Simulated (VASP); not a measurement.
Runs of VASP 6.6.1 on InP. The structure is that of space group Fm-3m (No. 225), or close to it. The cells are those of the table. 

```csv
cell,gap on the mesh (eV),pressure (GPa)
"a = 3.997, b = 3.997, c = 3.918 Å, angles 60.7, 60.7, 58.7°, 2 atoms",none,-2.5
"a = 3.937, b = 3.937, c = 3.918 Å, angles 60.2, 60.2, 59.7°, 2 atoms",none,-0.7
"a = 3.879, b = 3.879, c = 3.918 Å, angles 59.7, 59.7, 60.7°, 2 atoms",none,1.6
"a = 3.977, b = 3.977, c = 3.918 Å, angles 60.5, 60.5, 59.0°, 2 atoms",none,(a)
```

Alike in all rows: task single point; level PBE; potentials or basis VASP PAW PBE potentials, release 64 (In_d, P); no spin polarisation; k mesh 18 × 18 × 18; cutoff (eV) 520; smearing gaussian 0.15 eV.

Question: Estimate the missing entries.

Answer: (a) -2.0.

Caveats: spin-orbit coupling is left out, which moves the levels of the heavy elements.

A k mesh can miss the band edges, and the runs leave out spin-orbit coupling on In.

A gap of «none» marks levels without a gap at the run's occupations.
